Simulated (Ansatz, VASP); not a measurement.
**SiC in VASP and in Ansatz**

```
CELL_PARAMETERS angstrom
3.21544 0.00000 0.00000
-1.60772 2.78465 0.00000
0.00000 0.00000 5.27698
ATOMIC_POSITIONS crystal
Si 0.33333 0.66667 0.00456
Si 0.66667 0.33333 0.50456
C 0.33333 0.66667 0.38044
C 0.66667 0.33333 0.88044
```

Change from the starting cell: strain +0.040 along x and y, +0.040 along z, atoms carried along.

Alike in both runs: task single point; functional PBE; k mesh 12 × 12 × 6; occupations gaussian, width 0.05 eV; no spin polarisation.

|  | VASP | Ansatz |
| --- | --- | --- |
| version | VASP 6.6.1 | Ansatz 0.2.0 |
| potentials or method | VASP PAW PBE potentials, release 64 (Si, C), cutoff 520 eV | scalar-relativistic, plane waves, PAW |
| valence electrons in the cell | 16 | 16 |

|  | VASP | Ansatz | Ansatz less VASP |
| --- | --- | --- | --- |
| gap on the k mesh at the Fermi level (eV) | 2.50 | 2.50 | +0.003 |
| least direct gap on the mesh (eV) | 3.71 | 3.71 | +0.002 |
| pressure (GPa) | -19.8 | -19.8 | +0.01 |
| traceless stress, the component that is largest in VASP (GPa) | 0.30 | 0.30 | +0.001 |
| rms of the force components (eV/Å) | 0.010 | 0.010 | +0.0004 |

Atom by atom the forces differ by 0.000 eV/Å (rms over components). The functional is the same, so the differences come from potentials, cutoffs and numerics.
